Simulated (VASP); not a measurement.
# BaFeO3 (Pm-3m) in VASP: single point with LDA+U

Aim: the single point of BaFeO3 with LDA+U.

All numbers are computed with VASP 6.6.1; they aren't measurements. Logs are shortened: lines on timing, memory, paths and dates and some standing lists are left out, and cuts for length are marked.

### Step 1. The cell of the first run

It takes space group Pm-3m (No. 221, cubic). Conventional cell: a = 4.020 Å, b = 4.020 Å, c = 4.020 Å, α = 90.00°, β = 90.00°, γ = 90.00°. Ba (site symmetry m-3m) has 12 O at 2.84 Å and 8 Fe at 3.48 Å within 3.7 Å. Within 2.7 Å of Fe (site symmetry m-3m) lie 6 O at 2.01 Å. O (site symmetry 4/mmm) has 2 Fe at 2.01 Å within 2.7 Å.

### Step 2. Single point, LDA+U, collinear spin, ferromagnetic start

Input file INCAR:

```
SYSTEM = BaFeO3
ALGO = Normal
EDIFF = 1E-7
ENCUT = 520
GGA = CA
ISIF = 2
ISMEAR = 0
ISPIN = 2
LASPH = .TRUE.
LCHARG = .TRUE.
LDAU = .TRUE.
LDAUJ = 0 0 0
LDAUL = -1 2 -1
LDAUPRINT = 1
LDAUTYPE = 2
LDAUU = 0 3 0
LELF = .TRUE.
LMAXMIX = 4
LORBIT = 11
LREAL = .FALSE.
LVHAR = .TRUE.
LWAVE = .FALSE.
MAGMOM = 0 4 0 0 0
NBANDS = 30
NELM = 150
PREC = Accurate
SIGMA = 0.05
```

Input file KPOINTS:

```
k-points
0
G
  5 5 5
  0 0 0
```

Input file POSCAR:

```
BaFeO3
1.0
    4.0199998300      0.0000000000      0.0000000000
    0.0000000000      4.0199998300      0.0000000000
    0.0000000000      0.0000000000      4.0199998300
Ba Fe O
1 1 3
Direct
    0.0000000000      0.0000000000      0.0000000000
    0.5000000000      0.5000000000      0.5000000000
    0.5000000000      0.5000000000      0.0000000000
    0.0000000000      0.5000000000      0.5000000000
    0.5000000000      0.0000000000      0.5000000000
```

Potentials or basis: VASP PAW LDA potentials, release 64 (Ba_sv, Fe, O).

The run is started by

```
> cat potpaw_LDA.64/Ba_sv/POTCAR potpaw_LDA.64/Fe/POTCAR potpaw_LDA.64/O/POTCAR > POTCAR
> mpirun -np 1 vasp_std > vasp.out
```

OUTCAR:

```text
SYSTEM = BaFeO3
   EDIFF = 1E-7
   ENCUT = 520
   GGA = CA
   ISIF = 2
   ISMEAR = 0
   ISPIN = 2
   LASPH = .TRUE.
   LORBIT = 11
   LREAL = .FALSE.
   NELM = 150
   PREC = Accurate

 ion  position               nearest neighbor table
   1  0.000  0.000  0.000-   3 2.84   4 2.84   5 2.84   4 2.84   5 2.84   3 2.84   4 2.84   4 2.84
                             3 2.84   5 2.84   5 2.84   3 2.84   2 3.48   2 3.48   2 3.48   2 3.48
   2  0.500  0.500  0.500-   3 2.01   4 2.01   5 2.01   3 2.01   5 2.01   4 2.01   1 3.48   1 3.48
                             1 3.48   1 3.48   1 3.48   1 3.48   1 3.48   1 3.48
   3  0.500  0.500  0.000-   2 2.01   2 2.01   1 2.84   1 2.84   1 2.84   1 2.84
   4  0.000  0.500  0.500-   2 2.01   2 2.01   1 2.84   1 2.84   1 2.84   1 2.84
   5  0.500  0.000  0.500-   2 2.01   2 2.01   1 2.84   1 2.84   1 2.84   1 2.84

  LATTYP: Found a simple cubic cell.
 ALAT       =     4.0199998300

  Lattice vectors:

 A1 = (   4.0199998300,   0.0000000000,   0.0000000000)
 A2 = (   0.0000000000,   4.0199998300,   0.0000000000)
 A3 = (   0.0000000000,   0.0000000000,   4.0199998300)

Analysis of symmetry for initial positions (statically):
=====================================================================
 Subroutine PRICEL returns:
 Original cell was already a primitive cell.

 Routine SETGRP: Setting up the symmetry group for a
 simple cubic supercell.

 Subroutine GETGRP returns: Found 48 space group operations
 (whereof 48 operations were pure point group operations)
 out of a pool of 48 trial point group operations.

The static configuration has the point symmetry O_h .

Analysis of symmetry for dynamics (positions and initial velocities):
=====================================================================
 Subroutine PRICEL returns:
 Original cell was already a primitive cell.

 Routine SETGRP: Setting up the symmetry group for a
 simple cubic supercell.

 Subroutine GETGRP returns: Found 48 space group operations
 (whereof 48 operations were pure point group operations)
 out of a pool of 48 trial point group operations.

The dynamic configuration has the point symmetry O_h .

Analysis of structural, dynamic, and magnetic symmetry:
=====================================================================
 Subroutine PRICEL returns:
 Original cell was already a primitive cell.

 Routine SETGRP: Setting up the symmetry group for a
 simple cubic supercell.

 Subroutine GETGRP returns: Found 48 space group operations
[... 168 lines left out ...]
  o =  0.9768  v =  0.0000 -0.9993  0.0000  0.0371 -0.0000  0.0000  0.0000  0.0000  0.0000  0.0000      0.0000  0.0000  0.0000  0.0000  0.0000  0.0000  0.0000  0.0000  0.0000  0.0000

 number of electron      35.9999989 magnetization       4.0511482

 Free energy of the ion-electron system (eV)
  ---------------------------------------------------
  ext. energy  EPLUGINS =         0.00000000
  ---------------------------------------------------
  free energy    TOTEN  =       -36.11638385 eV

  energy without entropy =      -36.11361833  energy(sigma->0) =      -36.11500109

 E-fermi :   2.2099     XC(G=0): -11.5538

 val. band max:        2.1993719041   @ k =   0.4000   0.4000   0.4000
 cond. band min:       2.2203478132   @ k =   0.2000   0.2000   0.2000
 fundamental gap:      0.0209759092
 Fermi energy:         2.2099252005

 spin component 1

 k-point     1 :       0.0000    0.0000    0.0000
  band No.  band energies     occupation
      1     -22.3409      1.00000
      2     -14.8015      1.00000
      3     -13.8409      1.00000
      4     -13.8409      1.00000
      5      -7.5763      1.00000
      6      -7.5763      1.00000
[... 319 lines left out ...]
     29      15.8361      0.00000
     30      16.9673      0.00000
 Fermi energy:         2.2099252005

 spin component 2

 k-point     1 :       0.0000    0.0000    0.0000
  band No.  band energies     occupation
      1     -22.3289      1.00000
      2     -14.5964      1.00000
      3     -13.4926      1.00000
      4     -13.4926      1.00000
      5      -7.5510      1.00000
      6      -7.5510      1.00000
[... 319 lines left out ...]
     29      16.2865      0.00000
     30      17.3799      0.00000

------------------------ aborting loop because EDIFF is reached ----------------------------------------

  FORCE on cell =-STRESS in cart. coord.  units (eV):
  Direction    XX          YY          ZZ          XY          YZ          ZX
  --------------------------------------------------------------------------------------
  -------------------------------------------------------------------------------------
  Total       -5.2054924     -5.2054924     -5.2054924     -0.0000000     -0.0000000      0.0000000
  in kB     -128.3790902   -128.3790902   -128.3790902     -0.0000000     -0.0000000      0.0000000
  external PRESSURE =    -128.3790902 kB  Pullay stress =       0.0000000 kB

 VOLUME and BASIS-vectors are now :
 -----------------------------------------------------------------------------
  energy-cutoff  :      520.00
  volume of cell :       64.96
      direct lattice vectors                 reciprocal lattice vectors
     4.019999830  0.000000000  0.000000000     0.248756229  0.000000000  0.000000000
     0.000000000  4.019999830  0.000000000     0.000000000  0.248756229  0.000000000
     0.000000000  0.000000000  4.019999830     0.000000000  0.000000000  0.248756229

 POSITION                                       TOTAL-FORCE (eV/Angst)
 -----------------------------------------------------------------------------------
      0.00000      0.00000      0.00000         0.000000      0.000000      0.000000
      2.01000      2.01000      2.01000         0.000000      0.000000      0.000000
      2.01000      2.01000      0.00000         0.000000      0.000000      0.000000
      0.00000      2.01000      2.01000         0.000000      0.000000      0.000000
      2.01000      0.00000      2.01000         0.000000      0.000000      0.000000
 -----------------------------------------------------------------------------------
    total drift:                                0.000000      0.000000     -0.000000

  FREE ENERGIE OF THE ION-ELECTRON SYSTEM (eV)
  ---------------------------------------------------
  free  energy   TOTEN  =       -36.1163838530 eV

  energy  without entropy=      -36.1136183344  energy(sigma->0) =      -36.11500109

 total charge

# of ion       s       p       d       tot
------------------------------------------
    1        2.003   5.628   0.316   7.948
    2        0.383   0.559   5.849   6.791
    3        1.556   3.359   0.000   4.915
    4        1.556   3.359   0.000   4.915
    5        1.556   3.359   0.000   4.915
--------------------------------------------------
tot          7.054  16.264   6.165  29.483

 magnetization (x)

# of ion       s       p       d       tot
------------------------------------------
    1        0.001   0.004   0.007   0.012
    2        0.024   0.026   3.583   3.633
    3        0.010   0.084   0.000   0.094
    4        0.010   0.084   0.000   0.094
    5        0.010   0.084   0.000   0.094
--------------------------------------------------
tot          0.056   0.282   3.591   3.928
```

OSZICAR:

```text
N       E                     dE             d eps       ncg     rms          rms(c)
DAV:   1     0.300714882628E+03    0.30071E+03   -0.17533E+04  1200   0.128E+03
DAV:   2    -0.177128895029E+02   -0.31843E+03   -0.29024E+03  1304   0.320E+02
DAV:   3    -0.476230967436E+02   -0.29910E+02   -0.29122E+02  1436   0.110E+02
[... 11 lines left out ...]
DAV:  15    -0.361163971636E+02   -0.50950E-04   -0.34412E-04  1530   0.122E-01    0.126E-01
DAV:  16    -0.361163882732E+02    0.88903E-05   -0.35469E-05  1664   0.564E-02    0.921E-02
DAV:  17    -0.361163740896E+02    0.14184E-04   -0.30366E-05  1704   0.891E-02    0.422E-02
DAV:  18    -0.361163830115E+02   -0.89220E-05   -0.11555E-05  1650   0.391E-02    0.155E-02
DAV:  19    -0.361163838304E+02   -0.81886E-06   -0.21422E-06  1720   0.149E-02    0.239E-03
DAV:  20    -0.361163838530E+02   -0.22644E-07   -0.14277E-07   972   0.453E-03
   1 F= -.36116384E+02 E0= -.36115001E+02  d E =-.276552E-02  mag=     4.0513
```

stdout:

```text
POSCAR found type information on POSCAR BaFeO
 POSCAR found :  3 types and       5 ions
 scaLAPACK will be used
 LDA part: xc-table for (Slater(with rela. corr.)+CA(PZ))
 , standard interpolation
 POSCAR, INCAR and KPOINTS ok, starting setup
 FFT: planning ... GRIDC
 FFT: planning ... GRID_SOFT
 FFT: planning ... GRID
 WAVECAR not read
 entering main loop
```

Run time: 67 s. Hardware: 1 thread of Intel Xeon 8259CL, shared host; peak memory 0.18 GiB.

Results:

| Property | Result |
| --- | --- |
| Free energy | -36.1164 eV |
| Pressure | -12.8 GPa |
| Net moment | 4.05 μB per cell |
| Site moments | Ba +0.01; Fe +3.63; O +0.09 μB |
| Valence electrons inside the program's atomic spheres | Ba 7.95; Fe 6.79; O 4.92 |

Eigenvalues of the final occupation matrices:
| site | spin | trace | eigenvalues |
| --- | --- | --- | --- |
| site 2 d | 1 | 4.73 | 0.90 0.90 0.98 0.98 0.98 |
| site 2 d | 2 | 1.14 | 0.18 0.18 0.18 0.30 0.30 |

Caveat: the cell stands under tension; spin-orbit coupling is left out, which moves the levels of the heavy elements; a cell with one magnetic atom can't hold antiferromagnetic order, which such compounds often take. The state reached can hang on the start; a lower one may exist.
